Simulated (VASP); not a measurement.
# Cd2S: single point with LDA

The system is Cd2S.

```
Cd S
1.0
     3.98891    0.00000    0.00000
    -1.99446    3.45450    0.00000
     0.00000    0.00000    5.84766
Cd S
2 1
Direct
  0.33333 0.66667 0.93272
  0.66667 0.33333 0.57873
  0.33333 0.66667 0.36571
```

```yaml
Program: VASP 6.6.1
Task: single point
Functional: LDA
Potentials_or_basis: VASP PAW LDA potentials, release 64 (Cd, S)
Cutoff: 520 eV
k_mesh: 8 × 8 × 5
Occupations: fermi-dirac, width 0.05 eV
Spin: no spin polarisation
Dipole_correction: no
Further_INCAR_settings: ALGO = Normal; EDIFF = 1e-06; NBANDS = 22
```

```json
{
  "Pressure": "-5.2 GPa",
  "Largest force": "0.217 eV/Å",
  "Band gap on the k mesh": "0.25 eV, indirect (least direct gap 0.56 eV)"
}
```

Forces in eV/Å, atoms in the order of the input:
```
Cd   0.000  0.000  0.029
Cd   0.000  0.000 -0.217
S    0.000  0.000  0.189
```

Stress tensor (GPa, compression positive):
```
-4.63  0.00  0.00
 0.00 -4.63  0.00
 0.00  0.00 -6.43
```

Levels at points of the mesh, in eV from the valence-band top:
```
           k point  band 13  band 14  band 15  band 16  band 17  band 18
(0.00, 0.00, 0.00)    -3.57    -0.58    -0.58     3.08     4.97     6.76
(0.50, 0.00, 0.00)    -2.83    -1.44    -1.24     0.65     3.11     4.70
```

It took 50 s on 1 thread of Intel(R) Xeon(R) Platinum 8488C (Sapphire Rapids) (shared host), peak memory 0.2 GiB.

A k mesh can miss the band edges.
